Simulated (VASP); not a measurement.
Here is a VASP 6.6.1 calculation.

The input INCAR:

```
ALGO     = Normal         # electronic algorithm
EDIFF    = 1E-6           # SCF threshold, eV
ENCUT    = 520            # plane-wave cutoff, eV
GGA      = PS             # functional
ISIF     = 2              # what is computed and relaxed
ISMEAR   = 0              # smearing method
LASPH    = True           # aspherical terms in the spheres
LCHARG   = False          # write CHGCAR
LREAL    = False          # projectors in reciprocal space
LWAVE    = False          # write WAVECAR
NBANDS   = 14             # bands
NELM     = 100            # most SCF steps
PREC     = Accurate       # precision mode
SIGMA    = 0.01           # smearing width, eV
```

Contents of KPOINTS:

```
k-points
0
Gamma
  8 8 8
```

File POSCAR:

```
NaCl
1.0
    0.0000000000      2.8009522086      2.8009522086
    2.8009522086      0.0000000000      2.8009522086
    2.8009522086      2.8009522086      0.0000000000
Na Cl
1 1
Direct
    0.0000000000      0.0000000000      0.0000000000
    0.5000000000      0.5000000000      0.5000000000
```

Potentials or basis: VASP PAW PBE potentials, release 64 (Na_pv, Cl).

Launch:

```bash
$ cat potpaw_PBE.64/Na_pv/POTCAR potpaw_PBE.64/Cl/POTCAR > POTCAR
$ mpirun -np 1 vasp_std > vasp.out
```

What does it give for the band gap on the k mesh?

5.01 eV, direct.

Predict the pressure.

0.0 GPa.

Caveat: the PAW data sets were made with another functional, which shifts forces and pressure a little.
